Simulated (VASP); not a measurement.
# Hg (Im-3m) in VASP: a series of runs, part 2 of 2

VASP 6.6.1. The steps go on from the part before.

## Step 5: Single point, LDA (15.29 Å³/atom)

This run uses another cell than the first one, of 15.29 Å³/atom.

INCAR

```
SYSTEM = Hg
PREC = Accurate ; ENCUT = 550
EDIFF = 1E-6 ; ISMEAR = -1
SIGMA = 0.1 ; LREAL = .False.
LASPH = .True. ; NELM = 120
ALGO = Normal ; ISIF = 2
LWAVE = .False. ; LCHARG = .True.
LELF = .True. ; LVHAR = .True.
NBANDS = 16 ; GGA_COMPAT = .False.
```

KPOINTS

```
regular mesh
0
Gamma
  15 15 15
  0 0 0
```

POSCAR

```
Hg
1.0
   -1.5634143413      1.5634143413      1.5634143413
    1.5634143413     -1.5634143413      1.5634143413
    1.5634143413      1.5634143413     -1.5634143413
Hg
1
Direct
    0.0000000000      0.0000000000      0.0000000000
```

Potentials or basis: VASP PAW LDA potentials, release 64 (Hg_sv_GW).

Command:

```bash
cat potpaw_LDA.64/Hg_sv_GW/POTCAR > POTCAR
mpirun -np 1 vasp_std > vasp.out
```

OUTCAR:

```text
SYSTEM = Hg
   PREC = Accurate
   ENCUT = 550
   EDIFF = 1E-6
   ISMEAR = -1
   LREAL = .False.
   LASPH = .True.
   NELM = 120
   ISIF = 2

 ion  position               nearest neighbor table
   1  0.000  0.000  0.000-

  LATTYP: Found a body centered cubic cell.
 ALAT       =     3.1268286826

  Lattice vectors:

 A1 = (  -1.5634143413,   1.5634143413,   1.5634143413)
 A2 = (   1.5634143413,  -1.5634143413,   1.5634143413)
 A3 = (   1.5634143413,   1.5634143413,  -1.5634143413)

Analysis of symmetry for initial positions (statically):
=====================================================================
 Subroutine PRICEL returns:
 Original cell was already a primitive cell.

 Routine SETGRP: Setting up the symmetry group for a
 body centered cubic supercell.

 Subroutine GETGRP returns: Found 48 space group operations
 (whereof 48 operations were pure point group operations)
 out of a pool of 48 trial point group operations.

The static configuration has the point symmetry O_h .

Analysis of symmetry for dynamics (positions and initial velocities):
=====================================================================
 Subroutine PRICEL returns:
 Original cell was already a primitive cell.

 Routine SETGRP: Setting up the symmetry group for a
 body centered cubic supercell.

 Subroutine GETGRP returns: Found 48 space group operations
 (whereof 48 operations were pure point group operations)
 out of a pool of 48 trial point group operations.

The dynamic configuration has the point symmetry O_h .

 Subroutine INISYM returns: Found 48 space group operations
 (whereof 48 operations are pure point group operations),
 and found     1 'primitive' translations

----------------------------------------------------------------------------------------

                                     Primitive cell

  volume of cell :      15.2856

  direct lattice vectors                    reciprocal lattice vectors
    -1.563414341  1.563414341  1.563414341     0.000000000  0.319812852  0.319812852
     1.563414341 -1.563414341  1.563414341     0.319812852  0.000000000  0.319812852
     1.563414341  1.563414341 -1.563414341     0.319812852  0.319812852  0.000000000

  length of vectors
     2.707913072  2.707913072  2.707913072     0.452283673  0.452283673  0.452283673

  position of ions in fractional coordinates (direct lattice)
     0.000000000  0.000000000  0.000000000

  ion indices of the primitive-cell ions
   primitive index   ion index
                 1           1

----------------------------------------------------------------------------------------

 KPOINTS: regular mesh

Automatic generation of k-mesh.
 Grid dimensions read from file:
 generate k-points for:   15   15   15

 Generating k-lattice:

  Cartesian coordinates                     Fractional coordinates (reciprocal lattice)
     0.000000000  0.021320857  0.021320857     0.066666667  0.000000000  0.000000000
     0.021320857  0.000000000  0.021320857     0.000000000  0.066666667  0.000000000
     0.021320857  0.021320857  0.000000000     0.000000000  0.000000000  0.066666667

  Length of vectors
     0.030152245  0.030152245  0.030152245

  Shift w.r.t. Gamma in fractional coordinates (k-lattice)
     0.000000000  0.000000000  0.000000000

 Subroutine IBZKPT returns following result:
 ===========================================

 Found    120 irreducible k-points:

 Following reciprocal coordinates:
            Coordinates               Weight
  0.000000  0.000000  0.000000      1.000000
  0.066667  0.000000  0.000000     12.000000
  0.133333  0.000000  0.000000     12.000000
  0.200000  0.000000  0.000000     12.000000
  0.266667  0.000000  0.000000     12.000000
  0.333333  0.000000  0.000000     12.000000
[... 16 lines left out ...]
  0.333333  0.200000  0.000000     48.000000
  0.400000  0.200000  0.000000     24.000000
 [... further k-points ...]
   k-points           NKPTS =    120   k-points in BZ     NKDIM =    120   number of bands    NBANDS=     16
   number of dos      NEDOS =    301   number of ions     NIONS =      1
   total plane-waves  NPLWV =  13824
   dimension x,y,z NGX =    24 NGY =   24 NGZ =   24
   dimension x,y,z NGXF=    48 NGYF=   48 NGZF=   48
   ions per type =               1
   NGX,Y,Z   is equivalent  to a cutoff of  14.73, 14.73, 14.73 a.u.
   NGXF,Y,Z  is equivalent  to a cutoff of  29.47, 29.47, 29.47 a.u.
 SYSTEM =  Hg
   PREC   = accura    normal or accurate (medium, high low for compatibility)
   ISTART =      0    job   : 0-new  1-cont  2-samecut
   ICHARG =      2    charge: 1-file 2-atom 10-const
   ISPIN  =      1    spin polarized calculation?
   LNONCOLLINEAR =      F non collinear calculations
   LSORBIT =      F    spin-orbit coupling
   LASPH  =      T    aspherical Exc in radial PAW
   ENCUT  =  550.0 eV  40.42 Ry    6.36 a.u.   5.18  5.18  5.18*2*pi/ulx,y,z
   NELM   =    120;   NELMIN=  2; NELMDL= -5     # of ELM steps
   EDIFF  = 0.1E-05   stopping-criterion for ELM
   LREAL  =      F    real-space projection
   EDIFFG = 0.1E-04   stopping-criterion for IOM
   NSW    =      0    number of steps for IOM
   IBRION =     -1    ionic relax: 0-MD 1-quasi-New 2-CG
   NFREE  =      0    steps in history (QN), initial steepest desc. (CG)
   ISIF   =      2    stress and relaxation
   ISYM   =      2    0-nonsym 1-usesym 2-fastsym
   POTIM  = 0.5000    time-step for ionic-motion
   TEBEG  =    0.0;   TEEND  =   0.0 temperature during run
   PSTRESS=    0.0 pullay stress
   NELECT =      20.0000    total number of electrons
   NUPDOWN=      -1.0000    fix difference up-down
   EMIN   =  10.00;   EMAX   =-10.00  energy-range for DOS
   EFERMI =   0.00;   METHOD = LEGACY
   ISMEAR =    -1;   SIGMA  =   0.10  broadening in eV -4-tet -1-fermi 0-gaus
   EFERMI_NEDOS =   21; number of points for ismear=-14 and -15
   IALGO  =     38    algorithm
   IMIX   =      4    mixing-type and parameters
     AMIX     =   0.40;   BMIX     =  1.00
     AMIX_MAG =   1.60;   BMIX_MAG =  1.00
  volume/ion in A,a.u.               =      15.29       103.15
  Fermi-wavevector in a.u.,A,eV,Ry     =   1.790568  3.383682 43.622082  3.206133
  Thomas-Fermi vector in A             =   2.853312
   LORBIT       =      0    0 simple, 1 ext, 2 COOP (PROOUT), +10 PAW based schemes
   GGA     = CA    functional components
   LHFCALC =     F    Hartree Fock is set to
   AEXX    =    0.0000 exact exchange contribution
   IVDW    =     0    specifies the selected vdW correction
   LEPSILON=     F    determine dielectric tensor
   LRPA    =     F    only Hartree local field effects (RPA)
 non-spin polarized calculation
  energy-cutoff  :      550.00
  volume of cell :       15.29
 maximum number of plane-waves:       466
 NGX is ok and might be reduce to    24
   NGX = 11   NGY = 11   NGZ = 11

 number of electron      19.9999994 magnetization

 Free energy of the ion-electron system (eV)
  ---------------------------------------------------
  ext. energy  EPLUGINS =         0.00000000
  ---------------------------------------------------
  free energy    TOTEN  =         0.05334520 eV

  energy without entropy =        0.06256242  energy(sigma->0) =        0.05795381

 E-fermi :  12.7264     XC(G=0): -14.4561

 val. band max:       12.6593173665   @ k =  -0.4667   0.4667   0.3333
 cond. band min:      12.8107136212   @ k =  -0.4667  -0.4667   0.2000
 fundamental gap:      0.1513962546
 Fermi energy:        12.7263711126

 k-point     1 :       0.0000    0.0000    0.0000
  band No.  band energies     occupation
      1    -103.7590      2.00000
      2     -52.2937      2.00000
      3     -52.2937      2.00000
      4     -52.2937      2.00000
      5      -1.5282      2.00000
      6       2.7497      2.00000
[... 8 lines left out ...]
     15      35.1941      0.00000
     16      35.1953      0.00000

 k-point     2 :       0.0667    0.0000    0.0000
  band No.  band energies     occupation
      1    -103.7583      2.00000
      2     -52.3049      2.00000
      3     -52.2979      2.00000
      4     -52.2937      2.00000
      5      -1.3510      2.00000
      6       2.6973      2.00000
[... 8 lines left out ...]
     15      33.3690      0.00000
     16      34.5531      0.00000
[... 387 lines left out ...]
      5       1.2646      2.00000
      6       2.0604      2.00000
[... 8 lines left out ...]
     15      32.8772      0.00000
     16      36.3785      0.00000

 k-point    24 :       0.4000    0.2000    0.0000
  band No.  band energies     occupation
      1    -103.7420      2.00000
      2     -52.5155      2.00000
      3     -52.4157      2.00000
      4     -52.3180      2.00000
      5       1.2326      2.00000
      6       2.0276      2.00000
[... 8 lines left out ...]
     15      32.3982      0.00000
     16      36.3523      0.00000

 [... further k-points ...]

------------------------ aborting loop because EDIFF is reached ----------------------------------------

  FORCE on cell =-STRESS in cart. coord.  units (eV):
  Direction    XX          YY          ZZ          XY          YZ          ZX
  --------------------------------------------------------------------------------------
  -------------------------------------------------------------------------------------
  Total        6.6485575      6.6485575      6.6485575      0.0000000      0.0000000     -0.0000000
  in kB      696.8763867    696.8763867    696.8763867      0.0000000      0.0000000     -0.0000000
  external PRESSURE =     696.8763867 kB  Pullay stress =       0.0000000 kB

 VOLUME and BASIS-vectors are now :
 -----------------------------------------------------------------------------
  energy-cutoff  :      550.00
  volume of cell :       15.29
      direct lattice vectors                 reciprocal lattice vectors
    -1.563414341  1.563414341  1.563414341     0.000000000  0.319812852  0.319812852
     1.563414341 -1.563414341  1.563414341     0.319812852  0.000000000  0.319812852
     1.563414341  1.563414341 -1.563414341     0.319812852  0.319812852  0.000000000

 POSITION                                       TOTAL-FORCE (eV/Angst)
 -----------------------------------------------------------------------------------
      0.00000      0.00000      0.00000        -0.000000      0.000000     -0.000000
 -----------------------------------------------------------------------------------
    total drift:                                0.000000      0.000000     -0.000000

  FREE ENERGIE OF THE ION-ELECTRON SYSTEM (eV)
  ---------------------------------------------------
  free  energy   TOTEN  =         0.0533451952 eV

  energy  without entropy=        0.0625624183  energy(sigma->0) =        0.05795381
```

It took 17 s on 1 thread of Intel Xeon Platinum 8488C (Sapphire Rapids), shared host; peak memory 0.16 GiB.

What came out:

```
Free energy            : 0.0533 eV
Pressure               : 69.7 GPa
Band gap on the k mesh : zero (bands 10 and 11 overlap by 2.81 eV)
```

Levels at points of the mesh, in eV from the Fermi level:
```csv
k point,band 6,band 7,band 8,band 9,band 10,band 11,band 12,band 13,band 14,band 15
"(0.00, 0.00, 0.00)",-9.98,-9.98,-9.98,-7.97,-7.97,13.87,13.87,13.87,22.47,22.47
```

Caveat: the cell stands under pressure; spin-orbit coupling is left out, which moves the levels of the heavy elements.

## Step 6: Single point, LDA (11.69 Å³/atom)

This run uses another cell than the first one, of 11.69 Å³/atom.

INCAR

```
PREC = Accurate
ENCUT = 550
EDIFF = 1E-6
ISMEAR = -1
SIGMA = 0.1
LREAL = F
LASPH = T
NELM = 120
ALGO = Normal
ISIF = 2
LWAVE = F
LCHARG = F
NBANDS = 16
GGA_COMPAT = F
```

KPOINTS

```
regular mesh
0
Gamma
  15 15 15
```

POSCAR

```
Hg
1.0
   -1.4296801974      1.4296801974      1.4296801974
    1.4296801974     -1.4296801974      1.4296801974
    1.4296801974      1.4296801974     -1.4296801974
Hg
1
Direct
    0.0000000000      0.0000000000      0.0000000000
```

Potentials or basis: VASP PAW LDA potentials, release 64 (Hg_sv_GW).

Command:

```bash
cat potpaw_LDA.64/Hg_sv_GW/POTCAR > POTCAR
mpirun -np 1 vasp_std > vasp.out
```

OUTCAR:

```text
PREC = Accurate
   ENCUT = 550
   EDIFF = 1E-6
   ISMEAR = -1
   LREAL = F
   LASPH = T
   NELM = 120
   ISIF = 2

 ion  position               nearest neighbor table
   1  0.000  0.000  0.000-

  LATTYP: Found a body centered cubic cell.
 ALAT       =     2.8593603948

  Lattice vectors:

 A1 = (  -1.4296801974,   1.4296801974,   1.4296801974)
 A2 = (   1.4296801974,  -1.4296801974,   1.4296801974)
 A3 = (   1.4296801974,   1.4296801974,  -1.4296801974)
[... 632 lines left out ...]
     15      39.1320      0.00000
     16      45.1998      0.00000

 [... further k-points ...]

------------------------ aborting loop because EDIFF is reached ----------------------------------------

  FORCE on cell =-STRESS in cart. coord.  units (eV):
  Direction    XX          YY          ZZ          XY          YZ          ZX
  --------------------------------------------------------------------------------------
  -------------------------------------------------------------------------------------
  Total       19.2852846     19.2852846     19.2852846     -0.0000000      0.0000000     -0.0000000
  in kB     2643.3820642   2643.3820642   2643.3820642     -0.0000000      0.0000000     -0.0000000
  external PRESSURE =    2643.3820642 kB  Pullay stress =       0.0000000 kB

 VOLUME and BASIS-vectors are now :
 -----------------------------------------------------------------------------
  energy-cutoff  :      550.00
  volume of cell :       11.69
      direct lattice vectors                 reciprocal lattice vectors
    -1.429680197  1.429680197  1.429680197     0.000000000  0.349728562  0.349728562
     1.429680197 -1.429680197  1.429680197     0.349728562  0.000000000  0.349728562
     1.429680197  1.429680197 -1.429680197     0.349728562  0.349728562  0.000000000

 POSITION                                       TOTAL-FORCE (eV/Angst)
 -----------------------------------------------------------------------------------
      0.00000      0.00000      0.00000         0.000000      0.000000      0.000000
 -----------------------------------------------------------------------------------
    total drift:                                0.000000     -0.000000      0.000000

  FREE ENERGIE OF THE ION-ELECTRON SYSTEM (eV)
  ---------------------------------------------------
  free  energy   TOTEN  =         3.3486212464 eV

  energy  without entropy=        3.3588471893  energy(sigma->0) =        3.35373422
```

OSZICAR:

```text
N       E                     dE             d eps       ncg     rms          rms(c)
DAV:   1     0.320741776875E+03    0.32074E+03   -0.12942E+04  4152   0.211E+03
DAV:   2     0.213486325586E+02   -0.29939E+03   -0.28205E+03  3888   0.646E+02
DAV:   3     0.390840558389E+01   -0.17440E+02   -0.17376E+02  5832   0.162E+02
DAV:   4     0.330653969246E+01   -0.60187E+00   -0.60183E+00  4224   0.288E+01
DAV:   5     0.328197922052E+01   -0.24560E-01   -0.24560E-01  6248   0.527E+00    0.997E+01
DAV:   6     0.333728136767E+01    0.55302E-01   -0.58829E-02  5824   0.531E+00    0.591E+01
DAV:   7     0.334721275989E+01    0.99314E-02   -0.25966E-02  6176   0.307E+00    0.977E-01
DAV:   8     0.334860589007E+01    0.13931E-02   -0.45661E-03  5768   0.174E+00    0.913E-02
DAV:   9     0.334861505952E+01    0.91694E-05   -0.11184E-04  4408   0.129E-01    0.492E-02
DAV:  10     0.334862107489E+01    0.60154E-05   -0.96370E-06  5200   0.811E-02    0.267E-02
DAV:  11     0.334862124637E+01    0.17148E-06   -0.27805E-07  2704   0.112E-02
   1 F= 0.33486212E+01 E0= 0.33537342E+01  d E =-.102259E-01
```

Wall time 10 s (1 thread of AMD EPYC 9R45 (Zen 5), shared host); peak memory 0.12 GiB.

What came out:

```yaml
Free_energy: 3.3486 eV
Pressure: 264.3 GPa
Band_gap_on_the_k_mesh: zero (bands 10 and 11 overlap by 1.82 eV)
```

Caveat: the cell stands under pressure; spin-orbit coupling is left out, which moves the levels of the heavy elements.

## Step 7: Overview

| task | cell | gap on the mesh (eV) | pressure (GPa) |
| --- | --- | --- | --- |
| single point | a = 2.597 Å, angles 109.5°, 1 atom | none | 135.9 |
| single point | a = 2.360 Å, angles 109.5°, 1 atom | none | 485.2 |
| relaxation of cell and atoms | relaxed from a = 3.089 Å, angles 109.5°, 1 atom | none | 0.0 |
| single point | a = 2.708 Å, angles 109.5°, 1 atom | none | 69.7 |
| single point | a = 2.476 Å, angles 109.5°, 1 atom | none | 264.3 |

Alike in all rows: level LDA; potentials or basis VASP PAW LDA potentials, release 64 (Hg_sv_GW); no spin polarisation; k mesh 15 × 15 × 15; cutoff (eV) 550; smearing fermi-dirac 0.1 eV.

Caveats: spin-orbit coupling is left out, which moves the levels of the heavy elements; the cell stands under pressure (at least some runs).

Absolute energies hang on the potentials; compare differences alone.

The gap in the log of VASP goes by the Fermi energy; the results here count the filled bands.